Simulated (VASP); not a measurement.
# NbCrC3 (P1) in VASP: single point with PBE

Aim: the single point of NbCrC3 with PBE.

Everything below comes from runs of VASP 6.6.1. Logs are shortened: lines on timing, memory, paths and dates and some standing lists are left out, and cuts for length are marked.

### 1 The cell of the first run

The typed cell holds 10 atoms: a = 3.957 Å, b = 3.425 Å, c = 7.877 Å, α = 94.93°, β = 78.60°, γ = 76.33°.

### 2 Single point, PBE

INCAR reads:

```
SYSTEM = NbCrC3
PREC = Accurate
ENCUT = 520
EDIFF = 1E-6
ISMEAR = 0
SIGMA = 0.2
LREAL = .FALSE.
LASPH = .TRUE.
NELM = 100
ALGO = Normal
ISIF = 2
LWAVE = .FALSE.
LCHARG = .FALSE.
GGA = PE
NBANDS = 48
```

KPOINTS reads:

```
Automatic mesh
0
G
  6 6 4
  0 0 0
```

POSCAR reads:

```
NbCrC3
1.0
    0.4053150620      3.9108125184      0.4460858314
   -0.1904809976      0.4521120975      3.3897949713
    7.8278969697      0.8047989846     -0.3516136161
Nb Cr C
2 2 6
Direct
   -0.1471900571     -0.1253272252     -0.0283662410
   -0.1196004416     -0.0315106022      0.5070927671
    0.5976294428      0.5432443915      0.2731906514
    0.4944546215      0.4646572579      0.7809188892
    0.4250401890      0.5355003230      0.0409062161
    0.4484947027      0.6718421576      0.5345032518
    0.1264887642      0.6536622575      0.1937549430
    0.0137965127      0.3091370631      0.7637682079
    0.8289573839     -0.0042819606      0.2450589870
    0.3319288819     -0.0169236625      0.6891723276
```

Potentials or basis: VASP PAW PBE potentials, release 64 (Nb_sv, Cr_pv, C).

Launch:

```
$ cat potpaw_PBE.64/Nb_sv/POTCAR potpaw_PBE.64/Cr_pv/POTCAR potpaw_PBE.64/C/POTCAR > POTCAR
$ mpirun -np 1 vasp_std > vasp.out
```

OUTCAR:

```text
SYSTEM = NbCrC3
   PREC = Accurate
   ENCUT = 520
   EDIFF = 1E-6
   ISMEAR = 0
   LREAL = .FALSE.
   LASPH = .TRUE.
   NELM = 100
   ISIF = 2
   GGA = PE

 ion  position               nearest neighbor table
   1  0.853  0.875  0.972-   9 2.14   5 2.28   8 2.30   7 2.32   8 2.40   5 2.43   5 2.48   4 2.67
                             4 2.77   3 2.83   4 2.89   3 2.99
   2  0.880  0.968  0.507-   9 2.12   6 2.17   6 2.30  10 2.34   8 2.46  10 2.51   7 2.51   4 2.59
                             3 2.81   3 2.99   3 3.01
   3  0.598  0.543  0.273-   9 1.85   9 1.98   6 2.00   7 2.04   5 2.08   7 2.19   2 2.81   1 2.83
                             2 2.99   1 2.99   2 3.01
   4  0.494  0.465  0.781-   8 1.97  10 1.99   5 2.00  10 2.03   8 2.12   6 2.15   2 2.59   1 2.67
                             1 2.77   1 2.89
   5  0.425  0.536  0.041-   7 1.46   4 2.00   3 2.08   1 2.28   1 2.43   1 2.48
   6  0.448  0.672  0.535-  10 1.47   3 2.00   4 2.15   2 2.17   2 2.30
   7  0.126  0.654  0.194-   9 1.41   5 1.46   3 2.04   3 2.19   1 2.32   2 2.51
   8  0.014  0.309  0.764-  10 1.45   4 1.97   4 2.12   1 2.30   1 2.40   2 2.46
   9  0.829  0.996  0.245-   7 1.41   3 1.85   3 1.98   2 2.12   1 2.14
  10  0.332  0.983  0.689-   8 1.45   6 1.47   4 1.99   4 2.03   2 2.34   2 2.51

  LATTYP: Found a triclinic cell.
 ALAT       =     3.9569846376
 B/A-ratio  =     2.3979126258
 C/A-ratio  =     0.8655866027
 COS(alpha) =     0.0271993198
 COS(beta)  =     0.2363338152
 COS(gamma) =     0.5811841501

  Lattice vectors:

 A1 = (  -0.4053150620,  -3.9108125184,  -0.4460858314)
 A2 = (  -8.2332120317,  -4.7156115030,  -0.0944722153)
 A3 = (   0.1904809976,  -0.4521120975,  -3.3897949713)

Analysis of symmetry for initial positions (statically):
=====================================================================
 Subroutine PRICEL returns:
 Original cell was already a primitive cell.

 Routine SETGRP: Setting up the symmetry group for a
 triclinic supercell.

 Subroutine GETGRP returns: Found  1 space group operations
 (whereof  1 operations were pure point group operations)
 out of a pool of  2 trial point group operations.

The static configuration has the point symmetry C_1 .

Analysis of symmetry for dynamics (positions and initial velocities):
=====================================================================
 Subroutine PRICEL returns:
 Original cell was already a primitive cell.

 Routine SETGRP: Setting up the symmetry group for a
 triclinic supercell.

 Subroutine GETGRP returns: Found  1 space group operations
 (whereof  1 operations were pure point group operations)
 out of a pool of  2 trial point group operations.

The dynamic configuration has the point symmetry C_1 .

 Subroutine INISYM returns: Found  1 space group operations
 (whereof  1 operations are pure point group operations),
 and found     1 'primitive' translations

----------------------------------------------------------------------------------------

                                     Primitive cell

  volume of cell :     100.6941

  direct lattice vectors                    reciprocal lattice vectors
     0.405315062  3.910812518  0.446085831    -0.028671727  0.262855547 -0.036669354
    -0.190480998  0.452112097  3.389794971     0.017221517 -0.036093773  0.300784800
     7.827896970  0.804798985 -0.351613616     0.129651867 -0.014488501  0.009217856

  length of vectors
     3.956984638  3.425112890  7.877011141     0.266945215  0.303431767  0.130784143

  position of ions in fractional coordinates (direct lattice)
     0.852809943  0.874672775  0.971633759
     0.880399558  0.968489398  0.507092767
     0.597629443  0.543244391  0.273190651
     0.494454621  0.464657258  0.780918889
     0.425040189  0.535500323  0.040906216
     0.448494703  0.671842158  0.534503252
     0.126488764  0.653662258  0.193754943
     0.013796513  0.309137063  0.763768208
     0.828957384  0.995718039  0.245058987
     0.331928882  0.983076338  0.689172328

  ion indices of the primitive-cell ions
   primitive index   ion index
                 1           1
                 2           2
                 3           3
                 4           4
                 5           5
                 6           6
                 7           7
                 8           8
                 9           9
                10          10

----------------------------------------------------------------------------------------

 KPOINTS: Automatic mesh

Automatic generation of k-mesh.
 Grid dimensions read from file:
 generate k-points for:    6    6    4

 Generating k-lattice:

  Cartesian coordinates                     Fractional coordinates (reciprocal lattice)
    -0.004778621  0.043809258 -0.006111559     0.166666667  0.000000000 -0.000000000
     0.002870253 -0.006015629  0.050130800     0.000000000  0.166666667 -0.000000000
     0.032412967 -0.003622125  0.002304464    -0.000000000  0.000000000  0.250000000

  Length of vectors
     0.044490869  0.050571961  0.032696036

  Shift w.r.t. Gamma in fractional coordinates (k-lattice)
     0.000000000  0.000000000  0.000000000

 Subroutine IBZKPT returns following result:
 ===========================================

 Found     76 irreducible k-points:

 Following reciprocal coordinates:
            Coordinates               Weight
  0.000000  0.000000  0.000000      1.000000
  0.166667 -0.000000  0.000000      2.000000
  0.333333 -0.000000  0.000000      2.000000
  0.500000 -0.000000 -0.000000      1.000000
 -0.000000  0.166667 -0.000000      2.000000
  0.166667  0.166667 -0.000000      2.000000
[... 16 lines left out ...]
  0.333333  0.000000  0.250000      2.000000
  0.500000 -0.000000  0.250000      2.000000
 [... further k-points ...]
   k-points           NKPTS =     76   k-points in BZ     NKDIM =     76   number of bands    NBANDS=     48
   number of dos      NEDOS =    301   number of ions     NIONS =     10
   total plane-waves  NPLWV =  50400
   dimension x,y,z NGX =    30 NGY =   28 NGZ =   60
   dimension x,y,z NGXF=    60 NGYF=   56 NGZF=  120
   ions per type =               2   2   6
   NGX,Y,Z   is equivalent  to a cutoff of  12.60, 13.59, 12.66 a.u.
   NGXF,Y,Z  is equivalent  to a cutoff of  25.21, 27.18, 25.33 a.u.
 SYSTEM =  NbCrC3
   PREC   = accura    normal or accurate (medium, high low for compatibility)
   ISTART =      0    job   : 0-new  1-cont  2-samecut
   ICHARG =      2    charge: 1-file 2-atom 10-const
   ISPIN  =      1    spin polarized calculation?
   LNONCOLLINEAR =      F non collinear calculations
   LSORBIT =      F    spin-orbit coupling
   LASPH  =      T    aspherical Exc in radial PAW
   ENCUT  =  520.0 eV  38.22 Ry    6.18 a.u.   7.36  6.37 14.65*2*pi/ulx,y,z
   NELM   =    100;   NELMIN=  2; NELMDL= -5     # of ELM steps
   EDIFF  = 0.1E-05   stopping-criterion for ELM
   LREAL  =      F    real-space projection
   EDIFFG = 0.1E-04   stopping-criterion for IOM
   NSW    =      0    number of steps for IOM
   IBRION =     -1    ionic relax: 0-MD 1-quasi-New 2-CG
   NFREE  =      0    steps in history (QN), initial steepest desc. (CG)
   ISIF   =      2    stress and relaxation
   ISYM   =      2    0-nonsym 1-usesym 2-fastsym
   POTIM  = 0.5000    time-step for ionic-motion
   TEBEG  =    0.0;   TEEND  =   0.0 temperature during run
   PSTRESS=    0.0 pullay stress
   NELECT =      74.0000    total number of electrons
   NUPDOWN=      -1.0000    fix difference up-down
   EMIN   =  10.00;   EMAX   =-10.00  energy-range for DOS
   EFERMI =   0.00;   METHOD = LEGACY
   ISMEAR =     0;   SIGMA  =   0.20  broadening in eV -4-tet -1-fermi 0-gaus
   EFERMI_NEDOS =   21; number of points for ismear=-14 and -15
   IALGO  =     38    algorithm
   IMIX   =      4    mixing-type and parameters
     AMIX     =   0.40;   BMIX     =  1.00
     AMIX_MAG =   1.60;   BMIX_MAG =  1.00
  volume/ion in A,a.u.               =      10.07        67.95
  Fermi-wavevector in a.u.,A,eV,Ry     =   1.477353  2.791791 29.695673  2.182570
  Thomas-Fermi vector in A             =   2.591767
   LORBIT       =      0    0 simple, 1 ext, 2 COOP (PROOUT), +10 PAW based schemes
   GGA     = PE    functional components
   LHFCALC =     F    Hartree Fock is set to
   AEXX    =    0.0000 exact exchange contribution
   IVDW    =     0    specifies the selected vdW correction
   LEPSILON=     F    determine dielectric tensor
   LRPA    =     F    only Hartree local field effects (RPA)
 non-spin polarized calculation
 Gauss-broadening in eV      SIGMA  =   0.20
  energy-cutoff  :      520.00
  volume of cell :      100.69
 maximum number of plane-waves:      2730
 NGX is ok and might be reduce to    30
   NGX = 15   NGY = 13   NGZ = 29

 number of electron      74.0000002 magnetization

 Free energy of the ion-electron system (eV)
  ---------------------------------------------------
  ext. energy  EPLUGINS =         0.00000000
  ---------------------------------------------------
  free energy    TOTEN  =       -91.67881027 eV

  energy without entropy =      -91.56595832  energy(sigma->0) =      -91.62238429

 E-fermi :  10.0501     XC(G=0): -12.5252

 val. band max:       10.0470393744   @ k =  -0.1667   0.1667   0.0000
 cond. band min:      10.0521352476   @ k =   0.5000   0.3333  -0.0000
 fundamental gap:      0.0050958732
 Fermi energy:        10.0500612880

 k-point     1 :       0.0000    0.0000    0.0000
  band No.  band energies     occupation
      1     -45.7376      2.00000
      2     -45.5924      2.00000
      3     -33.4160      2.00000
      4     -33.3317      2.00000
      5     -33.2917      2.00000
      6     -33.2383      2.00000
[... 40 lines left out ...]
     47      13.3590      0.00000
     48      13.6466      0.00000
[... 1171 lines left out ...]
     47      13.1374      0.00000
     48      13.6234      0.00000

 [... further k-points ...]

------------------------ aborting loop because EDIFF is reached ----------------------------------------

  FORCE on cell =-STRESS in cart. coord.  units (eV):
  Direction    XX          YY          ZZ          XY          YZ          ZX
  --------------------------------------------------------------------------------------
  -------------------------------------------------------------------------------------
  Total       -0.0140130      0.1231910      0.0313965     -0.0214696     -0.0064727      0.0741486
  in kB       -0.2229658      1.9601347      0.4995610     -0.3416106     -0.1029886      1.1798041
  external PRESSURE =       0.7455766 kB  Pullay stress =       0.0000000 kB

 VOLUME and BASIS-vectors are now :
 -----------------------------------------------------------------------------
  energy-cutoff  :      520.00
  volume of cell :      100.69
      direct lattice vectors                 reciprocal lattice vectors
     0.405315062  3.910812518  0.446085831    -0.028671727  0.262855547 -0.036669354
    -0.190480998  0.452112097  3.389794971     0.017221517 -0.036093773  0.300784800
     7.827896970  0.804798985 -0.351613616     0.129651867 -0.014488501  0.009217856

 POSITION                                       TOTAL-FORCE (eV/Angst)
 -----------------------------------------------------------------------------------
      7.78490      4.51260      3.00375        -0.006545     -0.009366      0.003580
      4.14183      4.28905      3.49741        -0.003571     -0.006877      0.005309
      2.27726      2.80269      2.01202         0.013369     -0.011256     -0.024115
      6.22485      2.77228      1.52108         0.016488      0.013861      0.001700
      0.39048      1.93728      1.99046        -0.028465      0.025321     -0.015748
      4.23784      2.48789      2.28954        -0.037270      0.000916     -0.024620
      1.44345      0.94614      2.20408         0.002490      0.006434     -0.004598
      5.92541      0.80840      0.78551         0.018442     -0.026471      0.025995
      2.06462      3.88930      3.65890         0.020249     -0.010468      0.035672
      5.34205      2.29722      3.23817         0.004813      0.017907     -0.003174
 -----------------------------------------------------------------------------------
    total drift:                               -0.001512     -0.000644     -0.000570

  FREE ENERGIE OF THE ION-ELECTRON SYSTEM (eV)
  ---------------------------------------------------
  free  energy   TOTEN  =       -91.6788102670 eV

  energy  without entropy=      -91.5659583184  energy(sigma->0) =      -91.62238429
```

It took 10 min on 1 thread of Intel Xeon Platinum 8259CL at 2.50GHz (Skylake/Cascade Lake), shared host; peak memory 0.42 GiB.

Results:

```yaml
Free_energy: -91.6788 eV
Pressure: 0.1 GPa
Largest_force: 0.045 eV/Å
Band_gap_on_the_k_mesh: zero (bands 37 and 38 overlap by 0.38 eV)
```

Forces in eV/Å, atoms in the order of the input:
```
Nb  -0.007 -0.009  0.004
Nb  -0.004 -0.007  0.005
Cr   0.013 -0.011 -0.024
Cr   0.016  0.014  0.002
C   -0.028  0.025 -0.016
C   -0.037  0.001 -0.025
C    0.002  0.006 -0.005
C    0.018 -0.026  0.026
C    0.020 -0.010  0.036
C    0.005  0.018 -0.003
```

Levels at points of the mesh, in eV from the Fermi level:
| k point | band 33 | band 34 | band 35 | band 36 | band 37 | band 38 | band 39 | band 40 | band 41 | band 42 |
| --- | --- | --- | --- | --- | --- | --- | --- | --- | --- | --- |
| (0.00, 0.00, 0.00) | -2.10 | -1.54 | -1.08 | -0.49 | -0.16 | 0.38 | 0.58 | 1.11 | 1.48 | 1.80 |
| (0.50, 0.00, 0.00) | -1.77 | -1.48 | -1.35 | -0.96 | -0.60 | -0.23 | 0.45 | 0.81 | 0.87 | 1.05 |
| (0.00, 0.50, 0.00) | -1.97 | -1.50 | -1.23 | -0.83 | -0.01 | 0.21 | 0.68 | 1.10 | 1.61 | 1.95 |
| (0.50, 0.50, 0.00) | -1.60 | -1.29 | -1.18 | -0.52 | -0.23 | 0.15 | 0.87 | 1.08 | 1.27 | 1.67 |
| (0.00, 0.00, 0.50) | -1.92 | -1.33 | -0.78 | -0.65 | -0.22 | 0.19 | 0.74 | 1.19 | 1.24 | 1.93 |
| (0.50, 0.00, 0.50) | -2.15 | -1.58 | -1.10 | -0.88 | -0.45 | 0.03 | 0.21 | 0.64 | 1.14 | 1.20 |
| (0.00, 0.50, 0.50) | -2.17 | -1.78 | -1.01 | -0.51 | -0.03 | 0.35 | 0.55 | 0.80 | 1.84 | 2.01 |
| (0.50, 0.50, 0.50) | -1.35 | -1.17 | -0.95 | -0.67 | -0.57 | -0.10 | 0.82 | 0.93 | 1.29 | 1.50 |

Caveat: the run has no spin polarisation, though such a crystal can be magnetic. Spin polarisation is off, so any magnetic state and its effect on volume and gap are missing.
